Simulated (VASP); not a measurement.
# AlNi (NiAs type) (P6_3/mmc) in VASP: notebook, part 2 of 2

VASP 6.6.1. The steps go on from the part before.

## (3) Single point, PBE (volume scaled by 0.55)

INCAR

```
PREC = Accurate ; ENCUT = 520
EDIFF = 1E-6 ; ISMEAR = -1
SIGMA = 0.1 ; LREAL = False
LASPH = True ; NELM = 80
ALGO = Normal ; ISIF = 2
LWAVE = False ; LCHARG = True
GGA = PE ; LELF = True
LVHAR = True ; NBANDS = 21
```

KPOINTS

```
Automatic mesh
0
Gamma
  11 11 7
```

POSCAR

```
AlNi
1.0
    2.3123166373      0.0000000000      0.0000000000
   -1.1561583187      2.0025249495      0.0000000000
    0.0000000000      0.0000000000      6.7583306960
Ni Al
2 2
Direct
    0.0000000000      0.0000000000      0.0000000000
    0.0000000000      0.0000000000      0.5000000000
    0.3333333333      0.6666666667      0.2500000000
    0.6666666667      0.3333333333      0.7500000000
```

Potentials or basis: VASP PAW PBE potentials, release 64 (Ni, Al).

Launch:

```sh
> cat potpaw_PBE.64/Ni/POTCAR potpaw_PBE.64/Al/POTCAR > POTCAR
> mpirun -np 1 vasp_std > vasp.out
```

OUTCAR:

```text
PREC = Accurate
   ENCUT = 520
   EDIFF = 1E-6
   ISMEAR = -1
   LREAL = False
   LASPH = True
   NELM = 80
   ISIF = 2
   GGA = PE

 ion  position               nearest neighbor table
   1  0.000  0.000  0.000-   3 2.15   4 2.15   4 2.15   3 2.15   4 2.15   3 2.15   3 3.16   4 3.16
                             3 3.16   4 3.16   3 3.16   4 3.16
   2  0.000  0.000  0.500-   3 2.15   4 2.15   4 2.15   3 2.15   4 2.15   3 2.15   3 3.16   4 3.16
                             3 3.16   4 3.16   3 3.16   4 3.16
   3  0.333  0.667  0.250-   1 2.15   2 2.15   1 2.15   2 2.15   1 2.15   2 2.15   1 3.16   2 3.16
                             1 3.16   2 3.16   1 3.16   2 3.16
   4  0.667  0.333  0.750-   1 2.15   2 2.15   1 2.15   2 2.15   1 2.15   2 2.15   1 3.16   2 3.16
                             1 3.16   2 3.16   1 3.16   2 3.16

  LATTYP: Found a hexagonal cell.
 ALAT       =     2.3123166373
 C/A-ratio  =     2.9227531329

  Lattice vectors:

 A1 = (   2.3123166373,   0.0000000000,   0.0000000000)
 A2 = (  -1.1561583187,   2.0025249495,   0.0000000000)
 A3 = (   0.0000000000,   0.0000000000,   6.7583306960)

Analysis of symmetry for initial positions (statically):
=====================================================================
 Subroutine PRICEL returns:
 Original cell was already a primitive cell.

 Routine SETGRP: Setting up the symmetry group for a
 hexagonal supercell.

 Subroutine GETGRP returns: Found 24 space group operations
 (whereof 12 operations were pure point group operations)
 out of a pool of 24 trial point group operations.

The static configuration has the point symmetry D_3d.
 The point group associated with its full space group is D_6h.

Analysis of symmetry for dynamics (positions and initial velocities):
=====================================================================
 Subroutine PRICEL returns:
 Original cell was already a primitive cell.

 Routine SETGRP: Setting up the symmetry group for a
 hexagonal supercell.

 Subroutine GETGRP returns: Found 24 space group operations
 (whereof 12 operations were pure point group operations)
 out of a pool of 24 trial point group operations.

The dynamic configuration has the point symmetry D_3d.
 The point group associated with its full space group is D_6h.

 Subroutine INISYM returns: Found 24 space group operations
 (whereof 12 operations are pure point group operations),
 and found     1 'primitive' translations

----------------------------------------------------------------------------------------

                                     Primitive cell

  volume of cell :      31.2943

  direct lattice vectors                    reciprocal lattice vectors
     2.312316637  0.000000000  0.000000000     0.432466724  0.249684779  0.000000000
    -1.156158319  2.002524950  0.000000000     0.000000000  0.499369559  0.000000000
     0.000000000  0.000000000  6.758330696     0.000000000  0.000000000  0.147965532

  length of vectors
     2.312316637  2.312316637  6.758330696     0.499369559  0.499369559  0.147965532

  position of ions in fractional coordinates (direct lattice)
     0.000000000  0.000000000  0.000000000
     0.000000000  0.000000000  0.500000000
     0.333333333  0.666666667  0.250000000
     0.666666667  0.333333333  0.750000000

  ion indices of the primitive-cell ions
   primitive index   ion index
                 1           1
[... 32 lines left out ...]
  0.000000  0.000000  0.000000      1.000000
  0.090909 -0.000000  0.000000      6.000000
  0.181818  0.000000  0.000000      6.000000
  0.272727  0.000000  0.000000      6.000000
  0.363636  0.000000  0.000000      6.000000
  0.454545 -0.000000  0.000000      6.000000
[... 16 lines left out ...]
  0.090909  0.090909  0.142857     12.000000
  0.181818  0.090909  0.142857     24.000000
 [... further k-points ...]
   k-points           NKPTS =     64   k-points in BZ     NKDIM =     64   number of bands    NBANDS=     21
   number of dos      NEDOS =    301   number of ions     NIONS =      4
   total plane-waves  NPLWV =  16200
   dimension x,y,z NGX =    18 NGY =   18 NGZ =   50
   dimension x,y,z NGXF=    36 NGYF=   36 NGZF=  100
   ions per type =               2   2
   NGX,Y,Z   is equivalent  to a cutoff of  12.94, 12.94, 12.30 a.u.
   NGXF,Y,Z  is equivalent  to a cutoff of  25.88, 25.88, 24.60 a.u.
 SYSTEM =  unknown system
   PREC   = accura    normal or accurate (medium, high low for compatibility)
   ISTART =      0    job   : 0-new  1-cont  2-samecut
   ICHARG =      2    charge: 1-file 2-atom 10-const
   ISPIN  =      1    spin polarized calculation?
   LNONCOLLINEAR =      F non collinear calculations
   LSORBIT =      F    spin-orbit coupling
   LASPH  =      T    aspherical Exc in radial PAW
   ENCUT  =  520.0 eV  38.22 Ry    6.18 a.u.   4.30  4.30 12.57*2*pi/ulx,y,z
   NELM   =     80;   NELMIN=  2; NELMDL= -5     # of ELM steps
   EDIFF  = 0.1E-05   stopping-criterion for ELM
   LREAL  =      F    real-space projection
   EDIFFG = 0.1E-04   stopping-criterion for IOM
   NSW    =      0    number of steps for IOM
   IBRION =     -1    ionic relax: 0-MD 1-quasi-New 2-CG
   NFREE  =      0    steps in history (QN), initial steepest desc. (CG)
   ISIF   =      2    stress and relaxation
   ISYM   =      2    0-nonsym 1-usesym 2-fastsym
   POTIM  = 0.5000    time-step for ionic-motion
   TEBEG  =    0.0;   TEEND  =   0.0 temperature during run
   PSTRESS=    0.0 pullay stress
   NELECT =      26.0000    total number of electrons
   NUPDOWN=      -1.0000    fix difference up-down
   EMIN   =  10.00;   EMAX   =-10.00  energy-range for DOS
   EFERMI =   0.00;   METHOD = LEGACY
   ISMEAR =    -1;   SIGMA  =   0.10  broadening in eV -4-tet -1-fermi 0-gaus
   EFERMI_NEDOS =   21; number of points for ismear=-14 and -15
   IALGO  =     38    algorithm
   IMIX   =      4    mixing-type and parameters
     AMIX     =   0.40;   BMIX     =  1.00
     AMIX_MAG =   1.60;   BMIX_MAG =  1.00
  volume/ion in A,a.u.               =       7.82        52.80
  Fermi-wavevector in a.u.,A,eV,Ry     =   1.539020  2.908327 32.226541  2.368584
  Thomas-Fermi vector in A             =   2.645307
   LORBIT       =      0    0 simple, 1 ext, 2 COOP (PROOUT), +10 PAW based schemes
   GGA     = PE    functional components
   LHFCALC =     F    Hartree Fock is set to
   AEXX    =    0.0000 exact exchange contribution
   IVDW    =     0    specifies the selected vdW correction
   LEPSILON=     F    determine dielectric tensor
   LRPA    =     F    only Hartree local field effects (RPA)
 non-spin polarized calculation
  energy-cutoff  :      520.00
  volume of cell :       31.29
 maximum number of plane-waves:       871
 NGX is ok and might be reduce to    18
   NGX =  9   NGY =  9   NGZ = 25

 number of electron      25.9999980 magnetization

 Free energy of the ion-electron system (eV)
  ---------------------------------------------------
  ext. energy  EPLUGINS =         0.00000000
  ---------------------------------------------------
  free energy    TOTEN  =       -12.80984504 eV

  energy without entropy =      -12.76921650  energy(sigma->0) =      -12.78953077

 E-fermi :  16.7907     XC(G=0): -14.2667

 val. band max:       16.7676728303   @ k =   0.3636   0.2727   0.0000
 cond. band min:      16.8036069016   @ k =   0.4545   0.0909   0.4286
 fundamental gap:      0.0359340713
 Fermi energy:        16.7907046809

 k-point     1 :       0.0000    0.0000    0.0000
  band No.  band energies     occupation
      1       2.1116      2.00000
      2       4.6575      2.00000
      3       6.3858      2.00000
      4      10.1824      2.00000
      5      12.3307      2.00000
      6      13.4909      2.00000
[... 565 lines left out ...]
     20      30.6994      0.00000
     21      31.5749      0.00000

 [... further k-points ...]

------------------------ aborting loop because EDIFF is reached ----------------------------------------

  FORCE on cell =-STRESS in cart. coord.  units (eV):
  Direction    XX          YY          ZZ          XY          YZ          ZX
  --------------------------------------------------------------------------------------
  -------------------------------------------------------------------------------------
  Total       37.5477124     37.5477124     37.5377693     -0.0000000      0.0000000      0.0000000
  in kB     1922.3363889   1922.3363889   1921.8273301     -0.0000000      0.0000000      0.0000000
  external PRESSURE =    1922.1667027 kB  Pullay stress =       0.0000000 kB

 VOLUME and BASIS-vectors are now :
 -----------------------------------------------------------------------------
  energy-cutoff  :      520.00
  volume of cell :       31.29
      direct lattice vectors                 reciprocal lattice vectors
     2.312316637  0.000000000  0.000000000     0.432466724  0.249684779  0.000000000
    -1.156158319  2.002524950  0.000000000     0.000000000  0.499369559  0.000000000
     0.000000000  0.000000000  6.758330696     0.000000000  0.000000000  0.147965532

 POSITION                                       TOTAL-FORCE (eV/Angst)
 -----------------------------------------------------------------------------------
      0.00000      0.00000      0.00000        -0.000000      0.000000      0.000000
      0.00000      0.00000      3.37917        -0.000000      0.000000      0.000000
     -0.00000      1.33502      1.68958        -0.000000      0.000000     -0.000000
      1.15616      0.66751      5.06875         0.000000      0.000000     -0.000000
 -----------------------------------------------------------------------------------
    total drift:                                0.000000      0.000000      0.000000

  FREE ENERGIE OF THE ION-ELECTRON SYSTEM (eV)
  ---------------------------------------------------
  free  energy   TOTEN  =       -12.8098450369 eV

  energy  without entropy=      -12.7692164987  energy(sigma->0) =      -12.78953077
```

stdout:

```text
POSCAR found type information on POSCAR NiAl
 POSCAR found :  2 types and       4 ions
 scaLAPACK will be used
 LDA part: xc-table for (Slater+PW92), standard interpolation
 POSCAR, INCAR and KPOINTS ok, starting setup
 FFT: planning ... GRIDC
 FFT: planning ... GRID_SOFT
 FFT: planning ... GRID
 WAVECAR not read
 entering main loop
```

Run time: 21 s. Hardware: 1 thread of Intel Xeon 6975P-C (Granite Rapids), shared host; peak memory 0.16 GiB.

What came out:

```
Free energy            : -12.8098 eV
Pressure               : 192.2 GPa
Band gap on the k mesh : zero (band 13 reaches 18.30 eV, above the bottom of band 14 at 14.53 eV)
```

Levels at points of the mesh, in eV from the Fermi level:
| k point | band 9 | band 10 | band 11 | band 12 | band 13 | band 14 | band 15 | band 16 | band 17 | band 18 |
| --- | --- | --- | --- | --- | --- | --- | --- | --- | --- | --- |
| (0.00, 0.00, 0.00) | -3.29 | -2.91 | -2.34 | -2.34 | -2.22 | -2.22 | 3.84 | 10.57 | 16.33 | 16.33 |

Caveat: the cell differs from its parent crystal (volume scaled by 0.55).

## (4) Single point, PBE

This run uses another cell than the first one, of 9.10 Å³/atom, 1.164 times its volume.

INCAR

```
ALGO = Normal
EDIFF = 1E-7
ENCUT = 520
GGA = PE
ISIF = 2
ISMEAR = -1
LASPH = True
LCHARG = True
LELF = True
LREAL = False
LVHAR = True
LWAVE = False
NBANDS = 21
NELM = 60
PREC = Accurate
SIGMA = 0.1
```

KPOINTS

```
k-points
0
Gamma
  11 11 7
```

POSCAR

```
AlNi
1.0
    2.4406161666      0.0000000000      0.0000000000
   -1.2203080833      2.1136356011      0.0000000000
    0.0000000000      0.0000000000      7.0591492428
Ni Al
2 2
Direct
    0.0000000000      0.0000000000      0.0000000000
    0.0000000000      0.0000000000      0.5000000000
    0.3333333333      0.6666666667      0.2500000000
    0.6666666667      0.3333333333      0.7500000000
```

Launch:

```sh
> cat potpaw_PBE.64/Ni/POTCAR potpaw_PBE.64/Al/POTCAR > POTCAR
> mpirun -np 1 vasp_std > vasp.out
```

Run time: 24 s. Hardware: 1 thread of Intel Xeon 6975P-C (Granite Rapids), shared host; peak memory 0.17 GiB.

It converged, with:

```yaml
Free_energy: -17.2204 eV
Pressure: 94.4 GPa
Band_gap_on_the_k_mesh: zero (band 13 reaches 15.23 eV, above the bottom of band 14 at 12.10 eV)
```

Stress tensor (GPa, compression positive):
```
94.51  0.00  0.00
 0.00 94.51  0.00
 0.00  0.00 94.24
```

Levels at points of the mesh, in eV from the Fermi level:
```csv
k point,band 9,band 10,band 11,band 12,band 13,band 14,band 15,band 16,band 17,band 18
"(0.00, 0.00, 0.00)",-2.66,-2.47,-1.96,-1.96,-1.86,-1.86,3.48,10.39,15.24,15.24
```

## (5) Single point, PBE

This run uses another cell than the first one, of 10.24 Å³/atom, 1.309 times its volume.

INCAR, as its differences from that of step 4:

```diff
@@ -1,3 +1,3 @@
 ALGO = Normal
-EDIFF = 1E-7
+EDIFF = 1E-6
 ENCUT = 520
@@ -13,3 +13,3 @@
 NBANDS = 21
-NELM = 60
+NELM = 100
 PREC = Accurate
```

KPOINTS is that of step 4.

POSCAR

```
AlNi
1.0
    2.5484398655      0.0000000000      0.0000000000
   -1.2742199327      2.2070136636      0.0000000000
    0.0000000000      0.0000000000      7.2837507065
Ni Al
2 2
Direct
    0.0000000000      0.0000000000      0.0000000000
    0.0000000000      0.0000000000      0.5000000000
    0.3333333333      0.6666666667      0.2500000000
    0.6666666667      0.3333333333      0.7500000000
```

Launch:

```sh
> cat potpaw_PBE.64/Ni/POTCAR potpaw_PBE.64/Al/POTCAR > POTCAR
> mpirun -np 1 vasp_std > vasp.out
```

Wall time 28 s (1 thread of Intel Xeon 6975P-C (Granite Rapids), shared host); peak memory 0.18 GiB.

It converged, with:

```
Free energy            : -19.1645 eV
Pressure               : 46.7 GPa
Band gap on the k mesh : zero (band 13 reaches 13.14 eV, above the bottom of band 14 at 10.42 eV)
```

Stress tensor (GPa, compression positive):
```
46.73  0.00  0.00
 0.00 46.73  0.00
 0.00  0.00 46.50
```

Levels at points of the mesh, in eV from the Fermi level:
```
           k point  band 9  band 10  band 11  band 12  band 13  band 14  band 15  band 16  band 17  band 18
(0.00, 0.00, 0.00)   -2.27    -2.11    -1.74    -1.74    -1.65    -1.65     3.25    10.27    14.34    14.34
```

Spin polarisation is off, so any magnetic state and its effect on volume and gap are missing.

## (6) Overview

| cell | gap on the mesh (eV) | pressure (GPa) |
| --- | --- | --- |
| a = 2.312, b = 2.312, c = 6.758 Å, angles 90.0, 90.0, 120.0°, 4 atoms | none | 192.2 |
| a = 2.441, b = 2.441, c = 7.059 Å, angles 90.0, 90.0, 120.0°, 4 atoms | none | 94.4 |
| a = 2.548, b = 2.548, c = 7.284 Å, angles 90.0, 90.0, 120.0°, 4 atoms | none | 46.7 |

Alike in all rows: task single point; level PBE; potentials or basis VASP PAW PBE potentials, release 64 (Ni, Al); no spin polarisation; k mesh 11 × 11 × 7; cutoff (eV) 520; smearing fermi-dirac 0.1 eV.

Total energies depend on the potentials used, so only differences within one code and one set of settings carry meaning.
